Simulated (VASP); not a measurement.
Crystal: SrCl2.

```xyz
3
Lattice="4.3900 0.0000 0.0000 -2.1950 3.8019 0.0000 0.0000 0.0000 4.8290" Properties=species:S:1:pos:R:3 pbc="T T T"
Sr    0.0000    0.0000    0.0000
Cl    0.0000    2.5346    2.4145
Cl    2.1950    1.2673    2.4145
```

```yaml
Program: VASP 6.6.1
Task: relaxation of cell and atoms
Functional: PBE
Potentials_or_basis: VASP PAW PBE potentials, release 64 (Sr_sv, Cl)
Cutoff: 600 eV
k_mesh: 6 × 6 × 5
Occupations: gaussian, width 0.01 eV
Spin: no spin polarisation
```

At the start: pressure 8.1 GPa; volume 26.87 Å³/atom.

Task: Where does the relaxation end?

Result: Over 12 steps the energy falls by 1011.9 meV/atom and the volume is 26.57 Å³/atom (-1.1 %); space group P6/mmm (No. 191, to 0.05 Å).

The path:
| step | energy change (eV) | largest force (eV/Å) | pressure (GPa) | volume (Å³) |
| --- | --- | --- | --- | --- |
| 1 | 0.0000 | 0.0000 | 8.07 | 80.60 |
| 2 | -2.6841 | 0.0000 | -2.71 | 94.87 |
| 3 | -2.7395 | 0.0000 | -3.34 | 96.25 |
| 4 | -2.7497 | 0.0000 | -3.57 | 96.77 |
| 5 | -2.9673 | 0.0000 | -2.42 | 87.81 |
| 6 | -3.0155 | 0.0000 | -1.40 | 82.92 |
| 7 | -3.0169 | 0.0000 | -1.10 | 81.74 |
| 8 | -3.0340 | 0.0000 | 0.49 | 78.62 |
| 9 | -3.0355 | 0.0000 | 0.11 | 79.29 |
| 10 | -3.0355 | 0.0000 | 0.09 | 79.34 |
| 11 | -3.0357 | 0.0000 | 0.01 | 79.60 |
| 12 | -3.0358 | 0.0000 | -0.03 | 79.70 |

Final structure:
```cif
data_structure
_symmetry_space_group_name_H-M 'P 1'
_symmetry_Int_Tables_number 1
_cell_length_a 5.0174
_cell_length_b 5.0174
_cell_length_c 3.6556
_cell_angle_alpha 90.000
_cell_angle_beta 90.000
_cell_angle_gamma 120.000
_cell_volume 79.70
loop_
_atom_site_label
_atom_site_type_symbol
_atom_site_fract_x
_atom_site_fract_y
_atom_site_fract_z
_atom_site_occupancy
Sr1 Sr 0.00000 0.00000 0.00000 1
Cl1 Cl 0.33333 0.66667 0.50000 1
Cl2 Cl 0.66667 0.33333 0.50000 1
```
